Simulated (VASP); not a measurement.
Runs of VASP 6.6.1 on BN. The structure is hexagonal, space group P6_3/mmc (No. 194). The conventional cell has a = 2.498 Å, b = 2.498 Å, c = 6.636 Å, α = 90.00°, β = 90.00°, γ = 120.00°. Within 1.9 Å of B (site symmetry -6m2) lie 3 N at 1.44 Å. Within 1.9 Å of N (site symmetry -6m2) lie 3 B at 1.44 Å. 

| level | potentials or basis | cutoff (eV) | gap on the mesh (eV) | pressure (GPa) |
| --- | --- | --- | --- | --- |
| LDA | VASP PAW LDA potentials, release 64 (B, N) | 600 | 4.24 | -2.7 |
| RPBE | VASP PAW PBE potentials, release 64 (B, N) | 600 | 4.53 | (a) |
| r2SCAN | VASP PAW PBE potentials, release 64 (B, N) | 660 | (b) | (c) |
| revPBE | VASP PAW PBE potentials, release 64 (B, N) | 600 | 4.51 | 8.0 |

Alike in all rows: task single point; no spin polarisation; cell as given; k mesh 9 × 9 × 3; smearing gaussian 0.01 eV.

Task: Fill in the values left out.

Result: (a) 9.0; (b) 5.05; (c) 1.6.

Caveats: an odd mesh through Γ misses points on the zone boundary, where band edges can lie; the PAW data sets were made with another functional, which shifts forces and pressure a little (at least some runs); the cell stands under pressure (at least some runs); this functional lacks dispersion, which binds the layers, so the pressure and a relaxed spacing across them are unreliable (at least some runs).
